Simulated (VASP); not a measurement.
# CsSnI3 (P4/mmm) in VASP: further runs

The runs below take CsSnI3 through single point, with PBE.

Program: VASP 6.6.1. These are calculated values, not measurements. Logs are shortened: lines on timing, memory, paths and dates and some standing lists are left out, and cuts for length are marked.

**1. The cell of the first run**

Symmetry: P4/mmm, No. 123, tetragonal system. Conventional cell: a = 6.241 Å, b = 6.241 Å, c = 6.429 Å, α = 90.00°, β = 90.00°, γ = 90.00°. Cs (site symmetry 4/mmm) has 12 I at 4.41 to 4.48 Å and 8 Sn at 5.46 Å within 5.8 Å. Sn (site symmetry 4/mmm) has 6 I at 3.12 to 3.21 Å within 4.1 Å. Within 4.2 Å of I (site symmetry 4/mmm) lie 2 Sn at 3.21 Å. I (site symmetry mmm) has 2 Sn at 3.12 Å within 4.1 Å.

**2. Single point, PBE (uniaxial z strain +3.0%)**

The input, INCAR:

```
SYSTEM = CsSnI3
PREC = Accurate ; ENCUT = 520
EDIFF = 1E-6 ; ISMEAR = -1
SIGMA = 0.02 ; LREAL = .False.
LASPH = .True. ; NELM = 80
ALGO = Normal ; ISIF = 2
LWAVE = .False. ; LCHARG = .False.
GGA = PE ; NBANDS = 30
```

The input, KPOINTS:

```
regular mesh
0
Gamma
  4 4 4
  0 0 0
```

The input, POSCAR:

```
CsSnI3
1.0
    6.2414907048      0.0000000000      0.0000000000
    0.0000000000      6.2414907048      0.0000000000
    0.0000000000      0.0000000000      6.4287354260
Cs Sn I
1 1 3
Direct
    0.0000000000      0.0000000000      0.0000000000
    0.5000000000      0.5000000000      0.5000000000
    0.5000000000      0.5000000000      0.0000000000
    0.5000000000      0.0000000000      0.5000000000
    0.0000000000      0.5000000000      0.5000000000
```

Potentials or basis: VASP PAW PBE potentials, release 64 (Cs_sv, Sn_d, I).

Started as:

```bash
$ cat potpaw_PBE.64/Cs_sv/POTCAR potpaw_PBE.64/Sn_d/POTCAR potpaw_PBE.64/I/POTCAR > POTCAR
$ mpirun -np 1 vasp_std > vasp.out
```

OUTCAR:

```text
SYSTEM = CsSnI3
   PREC = Accurate
   ENCUT = 520
   EDIFF = 1E-6
   ISMEAR = -1
   LREAL = .False.
   LASPH = .True.
   NELM = 80
   ISIF = 2
   GGA = PE

 ion  position               nearest neighbor table
   1  0.000  0.000  0.000-
   2  0.500  0.500  0.500-   4 3.12   5 3.12   4 3.12   5 3.12   3 3.21   3 3.21
   3  0.500  0.500  0.000-   2 3.21   2 3.21
   4  0.500  0.000  0.500-   2 3.12   2 3.12
   5  0.000  0.500  0.500-   2 3.12   2 3.12

  LATTYP: Found a simple tetragonal cell.
 ALAT       =     6.2414907048
 C/A-ratio  =     1.0300000000

  Lattice vectors:

 A1 = (   6.2414907048,   0.0000000000,   0.0000000000)
 A2 = (   0.0000000000,   6.2414907048,   0.0000000000)
 A3 = (   0.0000000000,   0.0000000000,   6.4287354260)

Analysis of symmetry for initial positions (statically):
=====================================================================
 Subroutine PRICEL returns:
 Original cell was already a primitive cell.

 Routine SETGRP: Setting up the symmetry group for a
 simple tetragonal supercell.

 Subroutine GETGRP returns: Found 16 space group operations
 (whereof 16 operations were pure point group operations)
 out of a pool of 16 trial point group operations.

The static configuration has the point symmetry D_4h.

Analysis of symmetry for dynamics (positions and initial velocities):
=====================================================================
 Subroutine PRICEL returns:
 Original cell was already a primitive cell.

 Routine SETGRP: Setting up the symmetry group for a
 simple tetragonal supercell.

 Subroutine GETGRP returns: Found 16 space group operations
 (whereof 16 operations were pure point group operations)
 out of a pool of 16 trial point group operations.

The dynamic configuration has the point symmetry D_4h.

 Subroutine INISYM returns: Found 16 space group operations
 (whereof 16 operations are pure point group operations),
 and found     1 'primitive' translations

----------------------------------------------------------------------------------------

                                     Primitive cell

  volume of cell :     250.4391

  direct lattice vectors                    reciprocal lattice vectors
     6.241490705  0.000000000  0.000000000     0.160218135  0.000000000  0.000000000
     0.000000000  6.241490705  0.000000000     0.000000000  0.160218135  0.000000000
     0.000000000  0.000000000  6.428735426     0.000000000  0.000000000  0.155551587

  length of vectors
     6.241490705  6.241490705  6.428735426     0.160218135  0.160218135  0.155551587

  position of ions in fractional coordinates (direct lattice)
     0.000000000  0.000000000  0.000000000
     0.500000000  0.500000000  0.500000000
     0.500000000  0.500000000  0.000000000
     0.500000000  0.000000000  0.500000000
     0.000000000  0.500000000  0.500000000

  ion indices of the primitive-cell ions
   primitive index   ion index
                 1           1
                 2           2
                 3           3
                 4           4
                 5           5

----------------------------------------------------------------------------------------

 KPOINTS: regular mesh

Automatic generation of k-mesh.
 Grid dimensions read from file:
 generate k-points for:    4    4    4

 Generating k-lattice:

  Cartesian coordinates                     Fractional coordinates (reciprocal lattice)
     0.040054534  0.000000000  0.000000000     0.250000000  0.000000000  0.000000000
     0.000000000  0.040054534  0.000000000     0.000000000  0.250000000  0.000000000
     0.000000000  0.000000000  0.038887897     0.000000000  0.000000000  0.250000000

  Length of vectors
     0.040054534  0.040054534  0.038887897

  Shift w.r.t. Gamma in fractional coordinates (k-lattice)
     0.000000000  0.000000000  0.000000000

 Subroutine IBZKPT returns following result:
 ===========================================

 Found     18 irreducible k-points:

 Following reciprocal coordinates:
            Coordinates               Weight
  0.000000  0.000000  0.000000      1.000000
  0.250000  0.000000  0.000000      4.000000
  0.500000  0.000000  0.000000      2.000000
  0.250000  0.250000  0.000000      4.000000
  0.500000  0.250000  0.000000      4.000000
  0.500000  0.500000  0.000000      1.000000
[... 10 lines left out ...]
  0.500000  0.250000  0.500000      4.000000
  0.500000  0.500000  0.500000      1.000000
   k-points           NKPTS =     18   k-points in BZ     NKDIM =     18   number of bands    NBANDS=     30
   number of dos      NEDOS =    301   number of ions     NIONS =      5
   total plane-waves  NPLWV = 110592
   dimension x,y,z NGX =    48 NGY =   48 NGZ =   48
   dimension x,y,z NGXF=    96 NGYF=   96 NGZF=   96
   ions per type =               1   1   3
   NGX,Y,Z   is equivalent  to a cutoff of  12.79, 12.79, 12.41 a.u.
   NGXF,Y,Z  is equivalent  to a cutoff of  25.57, 25.57, 24.83 a.u.
 SYSTEM =  CsSnI3
   PREC   = accura    normal or accurate (medium, high low for compatibility)
   ISTART =      0    job   : 0-new  1-cont  2-samecut
   ICHARG =      2    charge: 1-file 2-atom 10-const
   ISPIN  =      1    spin polarized calculation?
   LNONCOLLINEAR =      F non collinear calculations
   LSORBIT =      F    spin-orbit coupling
   LASPH  =      T    aspherical Exc in radial PAW
   ENCUT  =  520.0 eV  38.22 Ry    6.18 a.u.  11.61 11.61 11.95*2*pi/ulx,y,z
   NELM   =     80;   NELMIN=  2; NELMDL= -5     # of ELM steps
   EDIFF  = 0.1E-05   stopping-criterion for ELM
   LREAL  =      F    real-space projection
   EDIFFG = 0.1E-04   stopping-criterion for IOM
   NSW    =      0    number of steps for IOM
   IBRION =     -1    ionic relax: 0-MD 1-quasi-New 2-CG
   NFREE  =      0    steps in history (QN), initial steepest desc. (CG)
   ISIF   =      2    stress and relaxation
   ISYM   =      2    0-nonsym 1-usesym 2-fastsym
   POTIM  = 0.5000    time-step for ionic-motion
   TEBEG  =    0.0;   TEEND  =   0.0 temperature during run
   PSTRESS=    0.0 pullay stress
   NELECT =      44.0000    total number of electrons
   NUPDOWN=      -1.0000    fix difference up-down
   EMIN   =  10.00;   EMAX   =-10.00  energy-range for DOS
   EFERMI =   0.00;   METHOD = LEGACY
   ISMEAR =    -1;   SIGMA  =   0.02  broadening in eV -4-tet -1-fermi 0-gaus
   EFERMI_NEDOS =   21; number of points for ismear=-14 and -15
   IALGO  =     38    algorithm
   IMIX   =      4    mixing-type and parameters
     AMIX     =   0.40;   BMIX     =  1.00
     AMIX_MAG =   1.60;   BMIX_MAG =  1.00
  volume/ion in A,a.u.               =      50.09       338.01
  Fermi-wavevector in a.u.,A,eV,Ry     =   0.916906  1.732702 11.438653  0.840717
  Thomas-Fermi vector in A             =   2.041815
   LORBIT       =      0    0 simple, 1 ext, 2 COOP (PROOUT), +10 PAW based schemes
   GGA     = PE    functional components
   LHFCALC =     F    Hartree Fock is set to
   AEXX    =    0.0000 exact exchange contribution
   IVDW    =     0    specifies the selected vdW correction
   LEPSILON=     F    determine dielectric tensor
   LRPA    =     F    only Hartree local field effects (RPA)
 non-spin polarized calculation
  energy-cutoff  :      520.00
  volume of cell :      250.44
 maximum number of plane-waves:      6787
 NGX is ok and might be reduce to    48
   NGX = 23   NGY = 23   NGZ = 23

 number of electron      43.9999994 magnetization

 Free energy of the ion-electron system (eV)
  ---------------------------------------------------
  ext. energy  EPLUGINS =         0.00000000
  ---------------------------------------------------
  free energy    TOTEN  =       -13.96125274 eV

  energy without entropy =      -13.96125172  energy(sigma->0) =      -13.96125223

 E-fermi :   2.5305     XC(G=0):  -7.3323

 val. band max:        2.3414541624   @ k =   0.5000   0.5000   0.5000
 cond. band min:       2.7196248265   @ k =   0.5000   0.5000   0.5000
 fundamental gap:      0.3781706641
 Fermi energy:         2.5305351300

 k-point     1 :       0.0000    0.0000    0.0000
  band No.  band energies     occupation
      1     -19.8017      2.00000
      2     -19.6715      2.00000
      3     -19.6686      2.00000
      4     -19.6577      2.00000
      5     -19.6577      2.00000
      6     -19.6511      2.00000
[... 22 lines left out ...]
     29       6.5845      0.00000
     30       7.1234      0.00000

 k-point     2 :       0.2500    0.0000    0.0000
  band No.  band energies     occupation
      1     -19.8015      2.00000
      2     -19.6713      2.00000
      3     -19.6680      2.00000
      4     -19.6577      2.00000
      5     -19.6576      2.00000
      6     -19.6512      2.00000
[... 22 lines left out ...]
     29       6.5463      0.00000
     30       6.7643      0.00000

 k-point     3 :       0.5000    0.0000    0.0000
  band No.  band energies     occupation
      1     -19.8014      2.00000
      2     -19.6712      2.00000
      3     -19.6675      2.00000
      4     -19.6578      2.00000
      5     -19.6576      2.00000
      6     -19.6512      2.00000
[... 22 lines left out ...]
     29       6.8562      0.00000
     30       6.9254      0.00000

 k-point     4 :       0.2500    0.2500    0.0000
  band No.  band energies     occupation
      1     -19.8014      2.00000
      2     -19.6711      2.00000
      3     -19.6676      2.00000
      4     -19.6577      2.00000
      5     -19.6577      2.00000
      6     -19.6512      2.00000
[... 22 lines left out ...]
     29       6.7417      0.00000
     30       6.8844      0.00000

 k-point     5 :       0.5000    0.2500    0.0000
  band No.  band energies     occupation
      1     -19.8012      2.00000
      2     -19.6710      2.00000
      3     -19.6670      2.00000
      4     -19.6578      2.00000
      5     -19.6577      2.00000
      6     -19.6513      2.00000
[... 22 lines left out ...]
     29       7.0468      0.00000
     30       7.4404      0.00000
[... 328 lines left out ...]
     29       7.6477      0.00000
     30       7.6628      0.00000

 k-point    16 :       0.2500    0.2500    0.5000
  band No.  band energies     occupation
      1     -19.8012      2.00000
      2     -19.6703      2.00000
      3     -19.6676      2.00000
      4     -19.6578      2.00000
      5     -19.6578      2.00000
      6     -19.6512      2.00000
[... 22 lines left out ...]
     29       7.0653      0.00000
     30       7.0949      0.00000

 k-point    17 :       0.5000    0.2500    0.5000
  band No.  band energies     occupation
      1     -19.8010      2.00000
      2     -19.6702      2.00000
      3     -19.6670      2.00000
      4     -19.6579      2.00000
      5     -19.6578      2.00000
      6     -19.6513      2.00000
[... 22 lines left out ...]
     29       6.8733      0.00000
     30       7.4005      0.00000

 k-point    18 :       0.5000    0.5000    0.5000
  band No.  band energies     occupation
      1     -19.8009      2.00000
      2     -19.6700      2.00000
      3     -19.6665      2.00000
      4     -19.6579      2.00000
      5     -19.6579      2.00000
      6     -19.6514      2.00000
[... 22 lines left out ...]
     29       6.6135      0.00000
     30       7.6278      0.00000

------------------------ aborting loop because EDIFF is reached ----------------------------------------

  FORCE on cell =-STRESS in cart. coord.  units (eV):
  Direction    XX          YY          ZZ          XY          YZ          ZX
  --------------------------------------------------------------------------------------
  -------------------------------------------------------------------------------------
  Total        0.5079084      0.5079084     -0.8664320      0.0000000      0.0000000      0.0000000
  in kB        3.2493295      3.2493295     -5.5429742      0.0000000      0.0000000      0.0000000
  external PRESSURE =       0.3185616 kB  Pullay stress =       0.0000000 kB

 VOLUME and BASIS-vectors are now :
 -----------------------------------------------------------------------------
  energy-cutoff  :      520.00
  volume of cell :      250.44
      direct lattice vectors                 reciprocal lattice vectors
     6.241490705  0.000000000  0.000000000     0.160218135  0.000000000  0.000000000
     0.000000000  6.241490705  0.000000000     0.000000000  0.160218135  0.000000000
     0.000000000  0.000000000  6.428735426     0.000000000  0.000000000  0.155551587

 POSITION                                       TOTAL-FORCE (eV/Angst)
 -----------------------------------------------------------------------------------
      0.00000      0.00000      0.00000         0.000000      0.000000      0.000000
      3.12075      3.12075      3.21437         0.000000      0.000000      0.000000
      3.12075      3.12075      0.00000         0.000000      0.000000      0.000000
      3.12075      0.00000      3.21437         0.000000      0.000000      0.000000
      0.00000      3.12075      3.21437         0.000000      0.000000      0.000000
 -----------------------------------------------------------------------------------
    total drift:                                0.000000     -0.000000     -0.000000

  FREE ENERGIE OF THE ION-ELECTRON SYSTEM (eV)
  ---------------------------------------------------
  free  energy   TOTEN  =       -13.9612527397 eV

  energy  without entropy=      -13.9612517155  energy(sigma->0) =      -13.96125223
```

Wall time 62 s (1 thread of Intel Xeon 6975P-C (Granite Rapids), shared host); peak memory 0.4 GiB.

What came out:

- Free energy: -13.9613 eV
- Pressure: 0.0 GPa
- Band gap on the k mesh: 0.38 eV

Stress tensor (GPa, compression positive):
```
 0.32  0.00  0.00
 0.00  0.32  0.00
 0.00  0.00 -0.55
```

Levels at points of the mesh, in eV from the valence-band top:
```tsv
k point	band 18	band 19	band 20	band 21	band 22	band 23	band 24	band 25	band 26	band 27
(0.00, 0.00, 0.00)	-2.05	-2.05	-1.93	-1.93	-1.91	2.37	3.36	3.42	3.70	3.70
(0.50, 0.00, 0.00)	-2.30	-2.20	-2.04	-2.02	-1.36	1.24	3.88	3.93	4.10	4.43
(0.50, 0.50, 0.00)	-2.36	-2.36	-2.28	-1.49	-0.59	0.90	0.90	3.61	4.37	4.54
(0.00, 0.00, 0.50)	-2.23	-2.20	-2.02	-2.02	-1.55	1.20	3.76	4.09	4.34	4.45
(0.50, 0.00, 0.50)	-2.35	-2.30	-2.27	-1.55	-0.76	0.85	0.99	4.15	4.37	4.53
(0.50, 0.50, 0.50)	-2.26	-1.53	-1.53	-1.48	0.00	0.38	0.55	0.55	3.22	4.17
```

Caveat: the cell differs from its parent crystal (uniaxial z strain +3.0%); spin-orbit coupling is left out, which moves the levels of the heavy elements. A k mesh can miss the band edges.

(Part 1 of 2 ends here.)
